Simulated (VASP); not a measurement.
# H in VASP: notebook, part 2 of 2

VASP 6.6.1. The steps go on from the part before.

## 3. Single point, PBE

File INCAR:

```
ALGO = Normal
EDIFF = 1E-6
ENCUT = 520
GGA = PE
ISIF = 2
ISMEAR = -1
LASPH = True
LCHARG = True
LELF = True
LREAL = Auto
LVHAR = True
LWAVE = False
NBANDS = 30
NELM = 80
PREC = Accurate
SIGMA = 0.02
```

File KPOINTS:

```
k-points
0
Gamma
  1 1 1
```

File POSCAR:

```
H
1.0
    7.3434200000      0.0000000000      0.0000000000
    0.0000000000      7.3434200000      0.0000000000
    0.0000000000      0.0000000000      7.3434200000
H
24
Direct
    0.4627816467      0.1617911001      0.6222032786
    0.4012299446      0.1764709087      0.5395578627
    0.5516911739      0.6809088953      0.9794755032
    0.6401377015      0.6456528430      1.0082359446
    1.1543122959      0.2657072590      0.2556029752
    1.0646810342      0.2577409436      0.2953800818
    0.6413088180      0.1185006441      0.9330529917
    0.6166336666      0.1499573768      0.8406845857
    1.0472504637      0.1622813349     -0.0606529383
    1.0194296391      0.1971833287     -0.1548869600
    0.1887131609      0.4597449145      0.5418047722
    0.2140147234      0.5592761956      0.5152095345
    0.7171454173      0.5658671300      0.5928708967
    0.7704312160      0.5965340400      0.6725476685
    0.6033428566      0.3339588366      0.2955843463
    0.5269887872      0.3968586844      0.3017531341
    1.1391831054      0.7076811622      0.1310561019
    1.0461610530      0.6635600306      0.1253775489
    0.4790274831      0.8401126451      0.2789980690
    0.4862039758      0.8701395263      0.3801226132
    0.3177674707      0.4967440239      0.8945014721
    0.3371589804      0.4021559437      0.8776428422
    0.9285047022      1.0534192515      0.5091360701
    0.8881148021      1.0719800856      0.6070332352
```

Potentials or basis: VASP PAW PBE potentials, release 64 (H).

Started as:

```sh
cat potpaw_PBE.64/H/POTCAR > POTCAR
mpirun -np 1 vasp_gam > vasp.out
```

OUTCAR:

```text
EDIFF = 1E-6
   ENCUT = 520
   GGA = PE
   ISIF = 2
   ISMEAR = -1
   LASPH = True
   LREAL = Auto
   NELM = 80
   PREC = Accurate

 ion  position               nearest neighbor table
   1  0.463  0.162  0.622-   2 0.76
   2  0.401  0.176  0.540-   1 0.76
   3  0.552  0.681  0.979-   4 0.73
   4  0.640  0.646  0.008-   3 0.73
   5  0.154  0.266  0.256-   6 0.72
   6  0.065  0.258  0.295-   5 0.72
[... 16 lines left out ...]
  23  0.929  0.053  0.509-  24 0.79
  24  0.888  0.072  0.607-  23 0.79

  LATTYP: Found a simple cubic cell.
 ALAT       =     7.3434200000

  Lattice vectors:

 A1 = (   7.3434200000,   0.0000000000,   0.0000000000)
 A2 = (   0.0000000000,   7.3434200000,   0.0000000000)
 A3 = (   0.0000000000,   0.0000000000,   7.3434200000)

Analysis of symmetry for initial positions (statically):
=====================================================================
 Subroutine PRICEL returns:
 Original cell was already a primitive cell.

[... 192 lines left out ...]
 cond. band min:       0.1101140453   @ k =   0.0000   0.0000   0.0000
 fundamental gap:      8.8231528972
 Fermi energy:        -8.2349024498

 k-point     1 :       0.0000    0.0000    0.0000
  band No.  band energies     occupation
      1     -10.5609      2.00000
      2      -9.8806      2.00000
      3      -9.8037      2.00000
      4      -9.6213      2.00000
      5      -9.4345      2.00000
      6      -9.3282      2.00000
[... 16 lines left out ...]
     23       2.7123      0.00000
     24       2.7650      0.00000
 [bands above 24 left out]

------------------------ aborting loop because EDIFF is reached ----------------------------------------

  FORCE on cell =-STRESS in cart. coord.  units (eV):
  Direction    XX          YY          ZZ          XY          YZ          ZX
  --------------------------------------------------------------------------------------
  -------------------------------------------------------------------------------------
  Total        1.3364383      0.5028250     -0.6778672     -0.4523206      0.2650284      0.1917520
  in kB        5.4070998      2.0343812     -2.7425849     -1.8300454      1.0722793      0.7758102
  external PRESSURE =       1.5662987 kB  Pullay stress =       0.0000000 kB

 VOLUME and BASIS-vectors are now :
 -----------------------------------------------------------------------------
  energy-cutoff  :      520.00
  volume of cell :      396.00
      direct lattice vectors                 reciprocal lattice vectors
     7.343420000  0.000000000  0.000000000     0.136176332  0.000000000  0.000000000
     0.000000000  7.343420000  0.000000000     0.000000000  0.136176332  0.000000000
     0.000000000  0.000000000  7.343420000     0.000000000  0.000000000  0.136176332

 POSITION                                       TOTAL-FORCE (eV/Angst)
 -----------------------------------------------------------------------------------
      3.39840      1.18810      4.56910        -0.351927      0.047925     -0.416114
      2.94640      1.29590      3.96220         0.280806     -0.083021      0.397382
      4.05130      5.00020      7.19270        -0.537365      0.262217     -0.195337
      4.70080      4.74130      0.06048         0.612687     -0.201760      0.215627
      1.13318      1.95120      1.87700         0.912402      0.057284     -0.446262
      0.47498      1.89270      2.16910        -0.923192     -0.111049      0.391904
[... 16 lines left out ...]
      6.81840      0.39228      3.73880        -0.465135      0.195923      1.079153
      6.52180      0.52858      4.45770         0.442575     -0.229166     -1.123004
 -----------------------------------------------------------------------------------
    total drift:                                0.000007      0.000666      0.000843

  FREE ENERGIE OF THE ION-ELECTRON SYSTEM (eV)
  ---------------------------------------------------
  free  energy   TOTEN  =       -81.1253818131 eV

  energy  without entropy=      -81.1253818130  energy(sigma->0) =      -81.12538181
```

OSZICAR:

```text
N       E                     dE             d eps       ncg     rms          rms(c)
DAV:   1     0.642853126453E+02    0.64285E+02   -0.80985E+03    60   0.585E+02
DAV:   2    -0.734871793705E+02   -0.13777E+03   -0.13134E+03    80   0.122E+02
DAV:   3    -0.882212861611E+02   -0.14734E+02   -0.14690E+02    74   0.429E+01
DAV:   4    -0.883623282069E+02   -0.14104E+00   -0.14102E+00    72   0.530E+00
DAV:   5    -0.883632282617E+02   -0.90005E-03   -0.90005E-03    74   0.423E-01    0.153E+01
DAV:   6    -0.835183484448E+02    0.48449E+01   -0.17383E+00    72   0.430E+00    0.840E+00
DAV:   7    -0.810728006923E+02    0.24455E+01   -0.41441E+00    60   0.691E+00    0.971E-01
DAV:   8    -0.811462423394E+02   -0.73442E-01   -0.11116E-01    60   0.133E+00    0.745E-01
DAV:   9    -0.811254292724E+02    0.20813E-01   -0.30059E-02    80   0.609E-01    0.102E-01
DAV:  10    -0.811257509872E+02   -0.32171E-03   -0.82110E-04    66   0.143E-01    0.467E-02
DAV:  11    -0.811253962503E+02    0.35474E-03   -0.41102E-04    66   0.112E-01    0.200E-02
DAV:  12    -0.811253943411E+02    0.19092E-05   -0.78490E-05    72   0.417E-02    0.142E-02
DAV:  13    -0.811253832855E+02    0.11056E-04   -0.73789E-06    72   0.186E-02    0.374E-03
DAV:  14    -0.811253822573E+02    0.10282E-05   -0.91848E-06    72   0.156E-02    0.336E-03
DAV:  15    -0.811253818131E+02    0.44421E-06   -0.17193E-06    66   0.678E-03
   1 F= -.81125382E+02 E0= -.81125382E+02  d E =-.422215E-10
```

It took 17 s on 1 thread of Intel Xeon 6975P-C (Granite Rapids), shared host; peak memory 0.4 GiB.

What came out:

| Property | Result |
| --- | --- |
| Free energy | -81.1254 eV |
| Pressure | 0.2 GPa |
| Largest force | 1.229 eV/Å |

Forces on the atoms (eV/Å):
```
H   -0.352  0.048 -0.416
H    0.281 -0.083  0.397
H   -0.537  0.262 -0.195
H    0.613 -0.202  0.216
H    0.912  0.057 -0.446
H   -0.923 -0.111  0.392
H    0.103 -0.126  0.376
H   -0.071  0.117 -0.288
H   -0.143  0.189 -0.475
H    0.166 -0.185  0.510
H    0.232  0.938 -0.229
H   -0.236 -0.864  0.238
H   -0.196 -0.120 -0.312
H    0.204  0.117  0.290
H    0.620 -0.497 -0.072
H   -0.593  0.525  0.021
H   -0.251 -0.097 -0.006
H    0.237  0.118  0.016
H    0.063  0.231  0.806
H   -0.067 -0.232 -0.795
H   -0.245  1.022  0.193
H    0.207 -1.073 -0.177
H   -0.465  0.196  1.079
H    0.443 -0.229 -1.123
```

Levels at points of the mesh, in eV from the Fermi level:
| k point | band 10 | band 11 | band 12 | band 13 | band 14 | band 15 |
| --- | --- | --- | --- | --- | --- | --- |
| (0.00, 0.00, 0.00) | -0.65 | -0.56 | -0.48 | 8.35 | 8.63 | 9.03 |

Caveat: the k points lie up to 0.86 Å⁻¹ apart, too coarse for converged energies, forces and pressures; the atoms stand as in a frame of molecular dynamics.
